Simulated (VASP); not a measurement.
# Na3ZrB (Pm-3m) in VASP: notebook

Runs on Na3ZrB. Level: PBE. Tasks: single point, relaxation of cell and atoms.

Everything below comes from runs of VASP 6.6.1. Logs are shortened: lines on timing, memory, paths and dates and some standing lists are left out, and cuts for length are marked.

### Step 1. The cell of the first run

Symmetry: Pm-3m, No. 221, cubic system. The conventional cell has a = 4.995 Å, b = 4.995 Å, c = 4.995 Å, α = 90.00°, β = 90.00°, γ = 90.00°. Within 3.3 Å of Na (site symmetry 4/mmm) lie 2 B at 2.50 Å. Zr (site symmetry m-3m) has 12 Na at 3.53 Å and 8 B at 4.33 Å within 4.6 Å. Within 3.3 Å of B (site symmetry m-3m) lie 6 Na at 2.50 Å.

### Step 2. Single point, PBE

INCAR reads:

```
  PREC = Accurate
  ENCUT = 520
  EDIFF = 1E-6
  ISMEAR = 0
  SIGMA = 0.1
  LREAL = False
  LASPH = True
  NELM = 80
  ALGO = Normal
  ISIF = 2
  LWAVE = False
  LCHARG = False
  GGA = PE
  NBANDS = 26
```

KPOINTS reads:

```
regular mesh
0
Gamma
  8 8 8
```

POSCAR reads:

```
Na3ZrB
1.0
    4.9946070774      0.0000000000      0.0000000000
    0.0000000000      4.9946070774      0.0000000000
    0.0000000000      0.0000000000      4.9946070774
Na Zr B
3 1 1
Direct
    0.0000000000      0.5000000000      0.5000000000
    0.5000000000      0.0000000000      0.5000000000
    0.5000000000      0.5000000000      0.0000000000
    0.0000000000      0.0000000000      0.0000000000
    0.5000000000      0.5000000000      0.5000000000
```

Potentials or basis: VASP PAW PBE potentials, release 64 (Na_pv, Zr_sv, B).

Command:

```bash
$ cat potpaw_PBE.64/Na_pv/POTCAR potpaw_PBE.64/Zr_sv/POTCAR potpaw_PBE.64/B/POTCAR > POTCAR
$ mpirun -np 1 vasp_std > vasp.out
```

OUTCAR:

```text
PREC = Accurate
   ENCUT = 520
   EDIFF = 1E-6
   ISMEAR = 0
   LREAL = False
   LASPH = True
   NELM = 80
   ISIF = 2
   GGA = PE

 ion  position               nearest neighbor table
   1  0.000  0.500  0.500-
   2  0.500  0.000  0.500-
   3  0.500  0.500  0.000-
   4  0.000  0.000  0.000-
   5  0.500  0.500  0.500-

  LATTYP: Found a simple cubic cell.
 ALAT       =     4.9946070774

  Lattice vectors:

 A1 = (   4.9946070774,   0.0000000000,   0.0000000000)
 A2 = (   0.0000000000,   4.9946070774,   0.0000000000)
 A3 = (   0.0000000000,   0.0000000000,   4.9946070774)

Analysis of symmetry for initial positions (statically):
=====================================================================
 Subroutine PRICEL returns:
 Original cell was already a primitive cell.

 Routine SETGRP: Setting up the symmetry group for a
 simple cubic supercell.

 Subroutine GETGRP returns: Found 48 space group operations
 (whereof 48 operations were pure point group operations)
 out of a pool of 48 trial point group operations.

The static configuration has the point symmetry O_h .

Analysis of symmetry for dynamics (positions and initial velocities):
=====================================================================
 Subroutine PRICEL returns:
 Original cell was already a primitive cell.

 Routine SETGRP: Setting up the symmetry group for a
 simple cubic supercell.

 Subroutine GETGRP returns: Found 48 space group operations
 (whereof 48 operations were pure point group operations)
 out of a pool of 48 trial point group operations.

The dynamic configuration has the point symmetry O_h .

 Subroutine INISYM returns: Found 48 space group operations
 (whereof 48 operations are pure point group operations),
 and found     1 'primitive' translations

----------------------------------------------------------------------------------------

                                     Primitive cell

  volume of cell :     124.5960

  direct lattice vectors                    reciprocal lattice vectors
     4.994607077  0.000000000  0.000000000     0.200215950  0.000000000  0.000000000
     0.000000000  4.994607077  0.000000000     0.000000000  0.200215950  0.000000000
     0.000000000  0.000000000  4.994607077     0.000000000  0.000000000  0.200215950

  length of vectors
     4.994607077  4.994607077  4.994607077     0.200215950  0.200215950  0.200215950

  position of ions in fractional coordinates (direct lattice)
     0.000000000  0.500000000  0.500000000
     0.500000000  0.000000000  0.500000000
     0.500000000  0.500000000  0.000000000
     0.000000000  0.000000000  0.000000000
     0.500000000  0.500000000  0.500000000

  ion indices of the primitive-cell ions
   primitive index   ion index
                 1           1
                 2           2
                 3           3
                 4           4
                 5           5

----------------------------------------------------------------------------------------

 KPOINTS: regular mesh

Automatic generation of k-mesh.
 Grid dimensions read from file:
 generate k-points for:    8    8    8

 Generating k-lattice:

  Cartesian coordinates                     Fractional coordinates (reciprocal lattice)
     0.025026994  0.000000000  0.000000000     0.125000000  0.000000000  0.000000000
     0.000000000  0.025026994  0.000000000     0.000000000  0.125000000  0.000000000
     0.000000000  0.000000000  0.025026994     0.000000000  0.000000000  0.125000000

  Length of vectors
     0.025026994  0.025026994  0.025026994

  Shift w.r.t. Gamma in fractional coordinates (k-lattice)
     0.000000000  0.000000000  0.000000000

 Subroutine IBZKPT returns following result:
 ===========================================

 Found     35 irreducible k-points:

 Following reciprocal coordinates:
            Coordinates               Weight
  0.000000  0.000000  0.000000      1.000000
  0.125000  0.000000  0.000000      6.000000
  0.250000  0.000000  0.000000      6.000000
  0.375000  0.000000  0.000000      6.000000
  0.500000  0.000000  0.000000      3.000000
  0.125000  0.125000  0.000000     12.000000
[... 16 lines left out ...]
  0.375000  0.375000  0.125000     24.000000
  0.500000  0.375000  0.125000     24.000000
 [... further k-points ...]
   k-points           NKPTS =     35   k-points in BZ     NKDIM =     35   number of bands    NBANDS=     26
   number of dos      NEDOS =    301   number of ions     NIONS =      5
   total plane-waves  NPLWV =  64000
   dimension x,y,z NGX =    40 NGY =   40 NGZ =   40
   dimension x,y,z NGXF=    80 NGYF=   80 NGZF=   80
   ions per type =               3   1   1
   NGX,Y,Z   is equivalent  to a cutoff of  13.31, 13.31, 13.31 a.u.
   NGXF,Y,Z  is equivalent  to a cutoff of  26.63, 26.63, 26.63 a.u.
 SYSTEM =  unknown system
   PREC   = accura    normal or accurate (medium, high low for compatibility)
   ISTART =      0    job   : 0-new  1-cont  2-samecut
   ICHARG =      2    charge: 1-file 2-atom 10-const
   ISPIN  =      1    spin polarized calculation?
   LNONCOLLINEAR =      F non collinear calculations
   LSORBIT =      F    spin-orbit coupling
   LASPH  =      T    aspherical Exc in radial PAW
   ENCUT  =  520.0 eV  38.22 Ry    6.18 a.u.   9.29  9.29  9.29*2*pi/ulx,y,z
   NELM   =     80;   NELMIN=  2; NELMDL= -5     # of ELM steps
   EDIFF  = 0.1E-05   stopping-criterion for ELM
   LREAL  =      F    real-space projection
   EDIFFG = 0.1E-04   stopping-criterion for IOM
   NSW    =      0    number of steps for IOM
   IBRION =     -1    ionic relax: 0-MD 1-quasi-New 2-CG
   NFREE  =      0    steps in history (QN), initial steepest desc. (CG)
   ISIF   =      2    stress and relaxation
   ISYM   =      2    0-nonsym 1-usesym 2-fastsym
   POTIM  = 0.5000    time-step for ionic-motion
   TEBEG  =    0.0;   TEEND  =   0.0 temperature during run
   PSTRESS=    0.0 pullay stress
   NELECT =      36.0000    total number of electrons
   NUPDOWN=      -1.0000    fix difference up-down
   EMIN   =  10.00;   EMAX   =-10.00  energy-range for DOS
   EFERMI =   0.00;   METHOD = LEGACY
   ISMEAR =     0;   SIGMA  =   0.10  broadening in eV -4-tet -1-fermi 0-gaus
   EFERMI_NEDOS =   21; number of points for ismear=-14 and -15
   IALGO  =     38    algorithm
   IMIX   =      4    mixing-type and parameters
     AMIX     =   0.40;   BMIX     =  1.00
     AMIX_MAG =   1.60;   BMIX_MAG =  1.00
  volume/ion in A,a.u.               =      24.92       168.16
  Fermi-wavevector in a.u.,A,eV,Ry     =   1.082283  2.045219 15.937013  1.171337
  Thomas-Fermi vector in A             =   2.218321
   LORBIT       =      0    0 simple, 1 ext, 2 COOP (PROOUT), +10 PAW based schemes
   GGA     = PE    functional components
   LHFCALC =     F    Hartree Fock is set to
   AEXX    =    0.0000 exact exchange contribution
   IVDW    =     0    specifies the selected vdW correction
   LEPSILON=     F    determine dielectric tensor
   LRPA    =     F    only Hartree local field effects (RPA)
 non-spin polarized calculation
 Gauss-broadening in eV      SIGMA  =   0.10
  energy-cutoff  :      520.00
  volume of cell :      124.60
 maximum number of plane-waves:      3407
 NGX is ok and might be reduce to    40
   NGX = 19   NGY = 19   NGZ = 19

 number of electron      35.9999956 magnetization

 Free energy of the ion-electron system (eV)
  ---------------------------------------------------
  ext. energy  EPLUGINS =         0.00000000
  ---------------------------------------------------
  free energy    TOTEN  =       -12.41094561 eV

  energy without entropy =      -12.39009001  energy(sigma->0) =      -12.40051781

 E-fermi :   2.0865     XC(G=0):  -8.2751

 val. band max:        2.0757481350   @ k =   0.2500   0.1250   0.0000
 cond. band min:       2.1084193122   @ k =   0.0000   0.0000   0.0000
 fundamental gap:      0.0326711772
 Fermi energy:         2.0865231882

 k-point     1 :       0.0000    0.0000    0.0000
  band No.  band energies     occupation
      1     -48.1387      2.00000
      2     -26.1044      2.00000
      3     -26.1044      2.00000
      4     -26.1044      2.00000
      5     -21.1860      2.00000
      6     -21.1860      2.00000
[... 18 lines left out ...]
     25       6.7448      0.00000
     26       6.7448      0.00000

 k-point     2 :       0.1250    0.0000    0.0000
  band No.  band energies     occupation
      1     -48.1387      2.00000
      2     -26.1047      2.00000
      3     -26.1043      2.00000
      4     -26.1043      2.00000
      5     -21.1850      2.00000
      6     -21.1850      2.00000
[... 18 lines left out ...]
     25       6.5787      0.00000
     26       6.5787      0.00000

 k-point     3 :       0.2500    0.0000    0.0000
  band No.  band energies     occupation
      1     -48.1387      2.00000
      2     -26.1056      2.00000
      3     -26.1042      2.00000
      4     -26.1042      2.00000
      5     -21.1823      2.00000
      6     -21.1823      2.00000
[... 18 lines left out ...]
     25       6.1774      0.00000
     26       6.1774      0.00000

 k-point     4 :       0.3750    0.0000    0.0000
  band No.  band energies     occupation
      1     -48.1387      2.00000
      2     -26.1065      2.00000
      3     -26.1040      2.00000
      4     -26.1040      2.00000
      5     -21.1790      2.00000
      6     -21.1790      2.00000
[... 18 lines left out ...]
     25       5.7679      0.00000
     26       5.7679      0.00000

 k-point     5 :       0.5000    0.0000    0.0000
  band No.  band energies     occupation
      1     -48.1387      2.00000
      2     -26.1068      2.00000
      3     -26.1040      2.00000
      4     -26.1040      2.00000
      5     -21.1772      2.00000
      6     -21.1772      2.00000
[... 18 lines left out ...]
     25       5.5891      0.00000
     26       5.5891      0.00000

 k-point     6 :       0.1250    0.1250    0.0000
  band No.  band energies     occupation
      1     -48.1387      2.00000
      2     -26.1047      2.00000
      3     -26.1046      2.00000
      4     -26.1042      2.00000
      5     -21.1859      2.00000
      6     -21.1840      2.00000
[... 427 lines left out ...]
 k-point    21 :       0.3750    0.2500    0.1250
  band No.  band energies     occupation
      1     -48.1387      2.00000
      2     -26.1065      2.00000
      3     -26.1054      2.00000
      4     -26.1043      2.00000
      5     -21.1859      2.00000
      6     -21.1791      2.00000
[... 18 lines left out ...]
     25       5.1349      0.00000
     26       6.0291      0.00000

 k-point    22 :       0.5000    0.2500    0.1250
  band No.  band energies     occupation
      1     -48.1386      2.00000
      2     -26.1068      2.00000
      3     -26.1054      2.00000
      4     -26.1043      2.00000
      5     -21.1839      2.00000
      6     -21.1805      2.00000
[... 18 lines left out ...]
     25       4.9983      0.00000
     26       6.1792      0.00000

 k-point    23 :       0.3750    0.3750    0.1250
  band No.  band energies     occupation
      1     -48.1386      2.00000
      2     -26.1065      2.00000
      3     -26.1064      2.00000
      4     -26.1042      2.00000
      5     -21.1876      2.00000
      6     -21.1799      2.00000
[... 18 lines left out ...]
     25       4.8702      0.00000
     26       6.1555      0.00000

 k-point    24 :       0.5000    0.3750    0.1250
  band No.  band energies     occupation
      1     -48.1386      2.00000
      2     -26.1069      2.00000
      3     -26.1064      2.00000
      4     -26.1042      2.00000
      5     -21.1882      2.00000
      6     -21.1793      2.00000
[... 18 lines left out ...]
     25       4.7669      0.00000
     26       6.2615      0.00000

 [... further k-points ...]

------------------------ aborting loop because EDIFF is reached ----------------------------------------

  FORCE on cell =-STRESS in cart. coord.  units (eV):
  Direction    XX          YY          ZZ          XY          YZ          ZX
  --------------------------------------------------------------------------------------
  -------------------------------------------------------------------------------------
  Total        0.0238031      0.0238031      0.0238031      0.0000000     -0.0000000      0.0000000
  in kB        0.3060832      0.3060832      0.3060832      0.0000000     -0.0000000      0.0000000
  external PRESSURE =       0.3060832 kB  Pullay stress =       0.0000000 kB

 VOLUME and BASIS-vectors are now :
 -----------------------------------------------------------------------------
  energy-cutoff  :      520.00
  volume of cell :      124.60
      direct lattice vectors                 reciprocal lattice vectors
     4.994607077  0.000000000  0.000000000     0.200215950  0.000000000  0.000000000
     0.000000000  4.994607077  0.000000000     0.000000000  0.200215950  0.000000000
     0.000000000  0.000000000  4.994607077     0.000000000  0.000000000  0.200215950

 POSITION                                       TOTAL-FORCE (eV/Angst)
 -----------------------------------------------------------------------------------
      0.00000      2.49730      2.49730         0.000000      0.000000      0.000000
      2.49730      0.00000      2.49730         0.000000      0.000000      0.000000
      2.49730      2.49730      0.00000         0.000000      0.000000      0.000000
      0.00000      0.00000      0.00000         0.000000      0.000000      0.000000
      2.49730      2.49730      2.49730         0.000000      0.000000      0.000000
 -----------------------------------------------------------------------------------
    total drift:                               -0.000000      0.000000     -0.000000

  FREE ENERGIE OF THE ION-ELECTRON SYSTEM (eV)
  ---------------------------------------------------
  free  energy   TOTEN  =       -12.4109456092 eV

  energy  without entropy=      -12.3900900081  energy(sigma->0) =      -12.40051781
```

It took 3.5 min on 1 thread of Oxide Virtual Turin-like, shared host; peak memory 0.26 GiB.

Results:

| Property | Result |
| --- | --- |
| Free energy | -12.4109 eV |
| Pressure | 0.0 GPa |
| Band gap on the k mesh | zero (bands 18 and 19 overlap by 0.77 eV) |

Levels at points of the mesh, in eV from the Fermi level:
| k point | band 15 | band 16 | band 17 | band 18 | band 19 | band 20 | band 21 | band 22 |
| --- | --- | --- | --- | --- | --- | --- | --- | --- |
| (0.00, 0.00, 0.00) | -1.75 | -0.46 | -0.46 | 0.02 | 0.02 | 0.02 | 0.54 | 0.54 |
| (0.50, 0.00, 0.00) | -2.81 | -0.40 | -0.40 | -0.30 | 0.61 | 0.66 | 0.78 | 1.35 |
| (0.50, 0.50, 0.00) | -1.39 | -1.39 | -1.30 | 0.09 | 0.26 | 0.26 | 0.46 | 0.76 |
| (0.50, 0.50, 0.50) | -1.35 | -1.35 | -1.35 | 0.53 | 0.81 | 0.81 | 0.81 | 0.90 |

### Step 3. Relaxation of cell and atoms, PBE

This run uses another cell than the first one, of 24.69 Å³/atom.

INCAR reads:

```
SYSTEM = Na3ZrB
PREC = Accurate
ENCUT = 600
EDIFF = 1E-6
ISMEAR = 0
SIGMA = 0.1
LREAL = .False.
LASPH = .True.
NELM = 60
ALGO = Fast
ISIF = 3
LWAVE = .False.
LCHARG = .False.
GGA = PE
IBRION = 2
NSW = 100
EDIFFG = -0.01
```

KPOINTS reads:

```
Automatic mesh
0
Gamma
  8 8 8
  0 0 0
```

POSCAR, as its differences from that of step 2:

```diff
@@ -2,5 +2,5 @@
 1.0
-    4.9946070774      0.0000000000      0.0000000000
-    0.0000000000      4.9946070774      0.0000000000
-    0.0000000000      0.0000000000      4.9946070774
+    4.9792057637      0.0000000000      0.0000000000
+    0.0000000000      4.9792057637      0.0000000000
+    0.0000000000      0.0000000000      4.9792057637
 Na Zr B
```

Potentials or basis: VASP PAW PBE potentials, release 64 (Na_pv, Zr_sv, B).

Command:

```bash
$ cat potpaw_PBE.64/Na_pv/POTCAR potpaw_PBE.64/Zr_sv/POTCAR potpaw_PBE.64/B/POTCAR > POTCAR
$ mpirun -np 1 vasp_std > vasp.out
```

It took 17 min on 1 thread of Oxide Virtual Turin-like, shared host; peak memory 0.31 GiB.

The run converged. Its results:

| Item | Value |
| --- | --- |
| Free energy | -12.4108 eV |
| Relaxed volume | 24.88 Å³/atom |
| Relaxed cell | a = 4.992 Å, b = 4.992 Å, c = 4.992 Å, α = 90.00°, β = 90.00°, γ = 90.00° |
| Space group after relaxing (to 0.1 Å) | Pm-3m (No. 221) |
| Energy gained by relaxing | 0.2 meV/atom |
| Ionic steps | 4 |
| Pressure after relaxing | 0.1 GPa |
| Band gap on the k mesh | zero (bands 18 and 19 overlap by 0.78 eV) |

The path:
```csv
step,energy change (eV),largest force (eV/Å),pressure (GPa),volume (Å³)
1,0.0000,0.0000,0.24,123.45
2,-0.0009,0.0000,0.08,124.10
3,-0.0009,0.0000,0.10,124.21
4,-0.0011,0.0000,0.05,124.42
```

Final structure:
```xyz
5
Lattice="4.9923 0.0000 0.0000 0.0000 4.9923 0.0000 0.0000 0.0000 4.9923" Properties=species:S:1:pos:R:3 pbc="T T T"
Na    0.0000    2.4961    2.4961
Na    2.4961    0.0000    2.4961
Na    2.4961    2.4961    0.0000
Zr    0.0000    0.0000    0.0000
B     2.4961    2.4961    2.4961
```

Levels at points of the mesh, in eV from the Fermi level:
| k point | band 16 | band 17 | band 18 | band 19 | band 20 | band 21 |
| --- | --- | --- | --- | --- | --- | --- |
| (0.00, 0.00, 0.00) | -0.46 | -0.46 | 0.02 | 0.02 | 0.02 | 0.55 |
| (0.50, 0.00, 0.00) | -0.40 | -0.40 | -0.30 | 0.61 | 0.66 | 0.78 |
| (0.50, 0.50, 0.00) | -1.39 | -1.30 | 0.09 | 0.26 | 0.26 | 0.46 |
| (0.50, 0.50, 0.50) | -1.35 | -1.35 | 0.53 | 0.81 | 0.81 | 0.81 |

The gap in the log of VASP goes by the Fermi energy; the results here count the filled bands.